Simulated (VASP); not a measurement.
Here is a VASP 6.6.1 calculation.

The input INCAR:

```
SYSTEM = AgI
ALGO     = Normal         ! electronic algorithm
EDIFF    = 1E-8           ! SCF threshold, eV
ENCUT    = 550            ! plane-wave cutoff, eV
GGA_COMPAT= .FALSE.      
IBRION   = 6              ! ionic algorithm
ISIF     = 2              ! what is computed and relaxed
ISMEAR   = 0              ! smearing method
LASPH    = .TRUE.         ! aspherical terms in the spheres
LCHARG   = .FALSE.        ! write CHGCAR
LMIXTAU  = .TRUE.       
LREAL    = .FALSE.        ! projectors in reciprocal space
LWAVE    = .FALSE.        ! write WAVECAR
METAGGA  = R2SCAN         ! meta-GGA
NBANDS   = 16             ! bands
NELM     = 120            ! most SCF steps
NFREE    = 2            
NSW      = 1              ! ionic steps
POTIM    = 0.015          ! step
PREC     = Accurate       ! precision mode
SIGMA    = 0.01           ! smearing width, eV
```

Contents of KPOINTS:

```
k-points
0
G
  6 6 6
  0 0 0
```

Contents of POSCAR:

```
AgI
1.0
    3.2886582602      3.2886582602      0.0000000000
   -3.2886582602      3.2886582602      0.0000000000
    0.0000000000      3.2886582602      3.2886582602
Ag I
1 1
Direct
    0.0000000000      0.0000000000      0.0000000000
    0.7500000000      0.2500000000      0.5000000000
```

Potentials or basis: VASP PAW PBE potentials, release 64 (Ag, I).

Command:

```bash
$ cat potpaw_PBE.64/Ag/POTCAR potpaw_PBE.64/I/POTCAR > POTCAR
$ mpirun -np 1 vasp_std > vasp.out
```

Problem. Predict the highest phonon frequency at Γ, LO-TO splitting left out.

Solution. 95 cm⁻¹.

Phonon frequencies in cm⁻¹ (negative: imaginary):
| q point | frequencies |
| --- | --- |
| (0.000, 0.000, 0.000) | 0 0 0 95 95 95 |
